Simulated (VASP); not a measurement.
The system is BP.

```xyz
2
Lattice="0.0000 2.2683 2.2003 2.2683 0.0000 2.2003 2.2683 2.2683 0.0000" Properties=species:S:1:pos:R:3 pbc="T T T"
B     0.0000    0.0000    0.0000
P     1.1342    1.1342    1.1001
```

This cell differs from its parent crystal: uniaxial z strain -3.0%.

Base run:

```yaml
Program: VASP 6.6.1
Functional: PBE
Potentials_or_basis: VASP PAW PBE potentials, release 64 (B, P)
Cutoff: 520 eV
k_mesh: 6 × 6 × 6
Occupations: gaussian, width 0.01 eV
Spin: no spin polarisation
```

Its results: band gap on the k mesh 0.84 eV, indirect (least direct gap 3.14 eV); pressure 6.5 GPa.

The run is repeated on the same cell with these changes: functional from PBE to r2SCAN; k mesh from 6 × 6 × 6 to 10 × 10 × 10. What comes out?

Band gap on the k mesh 0.92 eV, indirect (least direct gap 3.36 eV); pressure 4.9 GPa.

Several settings changed at once, so the effect can't be laid on one alone.

Caveats: the PAW data sets were made with another functional, which shifts forces and pressure a little (some runs).

A k mesh can miss the band edges.
